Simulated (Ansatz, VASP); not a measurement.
# Cr: VASP beside Ansatz

The input INCAR:

```
SYSTEM = Cr
  PREC = Accurate
  ENCUT = 520
  EDIFF = 1E-7
  ISMEAR = 1
  SIGMA = 0.01
  LREAL = .False.
  LASPH = .True.
  NELM = 60
  ALGO = Normal
  ISIF = 2
  LWAVE = .False.
  LCHARG = .False.
  GGA = CA
  NBANDS = 12
```

KPOINTS

```
regular mesh
0
Gamma
  16 16 16
  0 0 0
```

Contents of POSCAR:

```
Cr
1.0
   -1.3942485114      1.3942485114      1.3942485114
    1.3942485114     -1.3942485114      1.3942485114
    1.3942485114      1.3942485114     -1.3942485114
Cr
1
Direct
    0.0000000000      0.0000000000      0.0000000000
```

Input for Ansatz:

```yaml
crystal:
  lattice:
    - [-1.3942485114, 1.3942485114, 1.3942485114]
    - [1.3942485114, -1.3942485114, 1.3942485114]
    - [1.3942485114, 1.3942485114, -1.3942485114]
  atoms:
    - { symbol: Cr, position: [0.0, 0.0, 0.0] }
hamiltonian:
  xc: lda
  pseudopotentials:
    kind: paw
    azcp:
      Cr: "pseudopotentials/Cr.paw.azcp"
basis:
  ecutwfc: 420
  fft_grid_basis: typed
kpoints:
  mp_grid: { grid: [16, 16, 16], shift: [0, 0, 0] }
magnetization:
  spin_polarized: false
scf:
  occupations: { method: methfessel_paxton, width: 0.01 }
  lower_state_search: "off"
output:
  stress: true
```

Alike in both runs: task single point; functional LDA; k mesh 16 × 16 × 16; occupations methfessel-paxton of order 1, width 0.01 eV; no spin polarisation.

```csv
,VASP,Ansatz
version,VASP 6.6.1,Ansatz 0.2.0
potentials or method,"VASP PAW LDA potentials, release 64 (Cr_pv), cutoff 520 eV","plane waves (420 eV) with PAW, scalar-relativistic"
valence electrons in the cell,12,14
```

Ansatz gave:

```
pressure (GPa) : 0.0
```

Question: What did VASP give for the same quantities?

Answer: Pressure (GPa): 0.1.

Ansatz warns that its potentials were made for another functional, while VASP's fit it. LDA's correlation is that of Perdew and Zunger in VASP and of Perdew and Wang (1992) in Ansatz. VASP's potentials hold 12 valence electrons a cell and Ansatz's 14, so a difference there can come from the potentials and not from the codes.
